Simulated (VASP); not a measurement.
## Pt: single point with LDA

Crystal: Pt.

```
Pt
1.0
    -2.08282    1.54105    1.54105
     1.54105   -2.08282    1.54105
     1.54105    1.54105   -2.08282
Pt
1
Direct
  0.00000 0.00000 0.00000
```

```
Program             : VASP 6.6.1
Task                : single point
Functional          : LDA
Potentials or basis : VASP PAW LDA potentials, release 64 (Pt)
Cutoff              : 520 eV
k mesh              : 22 × 22 × 22
Occupations         : gaussian, width 0.15 eV
Spin                : no spin polarisation
```

```
Pressure               : 296.5 GPa
Band gap on the k mesh : zero (band 5 reaches 19.51 eV, above the bottom of band 6 at 10.31 eV)
```

Stress tensor (GPa, compression positive):
```
296.54 262.44 262.44
262.44 296.54 262.44
262.44 262.44 296.54
```

Levels at points of the mesh, in eV from the Fermi level:
| k point | band 2 | band 3 | band 4 | band 5 | band 6 | band 7 | band 8 | band 9 |
| --- | --- | --- | --- | --- | --- | --- | --- | --- |
| (0.00, 0.00, 0.00) | -11.89 | -7.82 | -7.82 | 4.27 | 4.27 | 9.45 | 14.44 | 14.44 |
| (0.50, 0.00, 0.00) | -13.78 | -2.86 | -2.38 | -0.30 | 4.52 | 11.86 | 17.28 | 17.87 |
| (0.50, 0.50, 0.00) | -10.19 | -4.84 | -3.83 | -0.61 | 4.32 | 4.47 | 7.33 | 17.78 |
| (0.50, 0.50, 0.50) | -14.54 | -1.92 | -1.92 | 2.04 | 9.13 | 9.13 | 13.12 | 17.69 |

Run time: 2.1 min on 1 thread of Intel(R) Xeon(R) Platinum 8488C (Sapphire Rapids), with other jobs on the host, peak memory 0.27 GiB.

Caveat: spin-orbit coupling is left out, which moves the levels of the heavy elements.
